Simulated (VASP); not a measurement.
The system is Be.

```
CELL_PARAMETERS angstrom
2.28530 0.00000 0.00000
-1.14265 1.97913 0.00000
0.00000 0.00000 3.58420
ATOMIC_POSITIONS crystal
Be 0.33333 0.66667 0.25000
Be 0.66667 0.33333 0.75000
```

- Program: VASP 6.6.1
- Task: relaxation of cell and atoms
- Functional: PBEsol
- Potentials or basis: VASP PAW PBE potentials, release 64 (Be)
- Cutoff: 600 eV
- k mesh: 22 × 22 × 12
- Occupations: fermi-dirac, width 0.05 eV
- Spin: no spin polarisation

At the start: pressure -3.6 GPa; volume 8.11 Å³/atom.

Where does the relaxation end?

Over 7 steps the energy falls by 3.1 meV/atom and the volume is 7.86 Å³/atom (-3.1 %); space group P6_3/mmc (No. 194, to 0.05 Å).

The path:
```csv
step,energy change (eV),largest force (eV/Å),pressure (GPa),volume (Å³)
1,0.0000,0.0000,-3.60,16.21
2,-0.0061,0.0000,-0.56,15.79
3,-0.0062,0.0000,0.05,15.71
4,-0.0062,0.0000,0.12,15.70
5,-0.0062,0.0000,0.07,15.70
6,-0.0062,0.0000,0.06,15.70
7,-0.0063,0.0000,0.01,15.71
```

Final structure:
```xyz
2
Lattice="2.2561 0.0000 0.0000 -1.1281 1.9538 0.0000 0.0000 0.0000 3.5643" Properties=species:S:1:pos:R:3 pbc="T T T"
Be    0.0000    1.3026    0.8911
Be    1.1281    0.6513    2.6732
```

Caveat: the PAW data sets were made with another functional, which shifts forces and pressure a little.
